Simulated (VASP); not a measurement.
Runs of VASP 6.6.1 on Zn. The structure is that of space group P6/mmm (No. 191), or close to it. The cells are those of the table. 

```csv
cell,k mesh,gap on the mesh (eV),pressure (GPa)
"a = 4.477, b = 4.477, c = 2.678 Å, angles 90.0, 90.0, 120.0°, 3 atoms",9 × 9 × 13,none,2.7
"a = 4.414, b = 4.414, c = 2.640 Å, angles 90.0, 90.0, 120.0°, 3 atoms",9 × 9 × 13,none,5.9
"a = 4.598, b = 4.598, c = 2.750 Å, angles 90.0, 90.0, 120.0°, 3 atoms",9 × 9 × 13,none,(b)
"a = 4.656, b = 4.656, c = 2.785 Å, angles 90.0, 90.0, 120.0°, 3 atoms",9 × 9 × 13,none,-3.3
"a = 4.713, b = 4.713, c = 2.819 Å, angles 90.0, 90.0, 120.0°, 3 atoms",9 × 9 × 13,none,-4.4
"a = 4.538, b = 4.538, c = 2.715 Å, angles 90.0, 90.0, 120.0°, 3 atoms",11 × 11 × 15,none,0.1
"a = 4.538, b = 4.538, c = 2.715 Å, angles 90.0, 90.0, 120.0°, 3 atoms",9 × 9 × 13,none,0.1
"a = 4.349, b = 4.349, c = 2.601 Å, angles 90.0, 90.0, 120.0°, 3 atoms",9 × 9 × 13,none,(a)
```

Alike in all rows: task single point; level revPBE; potentials or basis VASP PAW PBE potentials, release 64 (Zn); no spin polarisation; cutoff (eV) 520; smearing fermi-dirac 0.1 eV.

Q: Fill in the values left out.

A: (a) 10.3; (b) -1.9.

Caveats: the PAW data sets were made with another functional, which shifts forces and pressure a little.

A gap of «none» marks levels without a gap at the run's occupations.
